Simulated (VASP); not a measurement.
# Si: single point with LDA

Si:

```xyz
2
Lattice="0.0000 2.7577 2.7577 2.7577 0.0000 2.7577 2.7577 2.7577 0.0000" Properties=species:S:1:pos:R:3 pbc="T T T"
Si    2.7577    2.7577    2.7577
Si    4.1365    4.1365    4.1365
```

This cell differs from its parent crystal: volume scaled by 1.04.

```
Program             : VASP 6.6.1
Task                : single point
Functional          : LDA
Potentials or basis : VASP PAW LDA potentials, release 64 (Si)
Cutoff              : 520 eV
k mesh              : 8 × 8 × 8
Occupations         : fermi-dirac, width 0.15 eV
Spin                : no spin polarisation
```

```json
{
 "Pressure": "-5.3 GPa",
 "Band gap on the k mesh": "0.58 eV, indirect (least direct gap 2.42 eV)"
}
```

Levels at points of the mesh, in eV from the valence-band top:
```tsv
k point	band 1	band 2	band 3	band 4	band 5	band 6	band 7	band 8
(0.00, 0.00, 0.00)	-11.65	0.00	0.00	0.00	2.50	2.50	2.50	2.69
(0.50, 0.00, 0.00)	-9.42	-6.78	-1.15	-1.15	1.26	3.31	3.31	7.44
(0.50, 0.50, 0.00)	-7.67	-7.67	-2.73	-2.73	0.69	0.69	9.59	9.59
```

Run time: 13 s on 1 thread of Intel Xeon 6975P-C (shared host), peak memory 0.14 GiB.

 A k mesh can miss the band edges.
